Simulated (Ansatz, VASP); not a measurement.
# One calculation of BiTe, two programs

```
CELL_PARAMETERS angstrom
0.00000 3.17030 3.23500
3.17030 0.00000 3.23500
3.17030 3.17030 0.00000
ATOMIC_POSITIONS crystal
Bi 0.00000 0.00000 0.00000
Te 0.50000 0.50000 0.50000
```

Change from the starting cell: strain -0.0200 x Voigt [1, 1, 0, 0, 0, 0], atoms carried along.

Alike in both runs: task single point; functional PBEsol; k mesh 14 × 14 × 14; no spin polarisation.

|  | VASP | Ansatz |
| --- | --- | --- |
| version | VASP 6.6.1 | Ansatz 0.2.0 |
| potentials or method | VASP PAW PBE potentials, release 64 (Bi_d, Te), cutoff 520 eV | scalar-relativistic, plane waves, PAW |
| occupations | methfessel-paxton of order 1, width 0.1 eV | cold, width 0.1 eV |
| valence electrons in the cell | 21 | 31 |

|  | VASP | Ansatz | Ansatz less VASP |
| --- | --- | --- | --- |
| gap on the k mesh at the Fermi level (eV) | none | none | - |
| pressure (GPa) | 0.3 | 0.3 | +0.01 |
| traceless stress, the component that is largest in VASP (GPa) | -1.02 | -1.17 | -0.148 |

VASP's potentials were made for PBE, not for PBEsol. A gap of «none» marks a metal or a gap that the smearing closes. VASP's potentials hold 21 valence electrons a cell and Ansatz's 31, so a difference there can come from the potentials and not from the codes.

Spin-orbit coupling is off throughout.
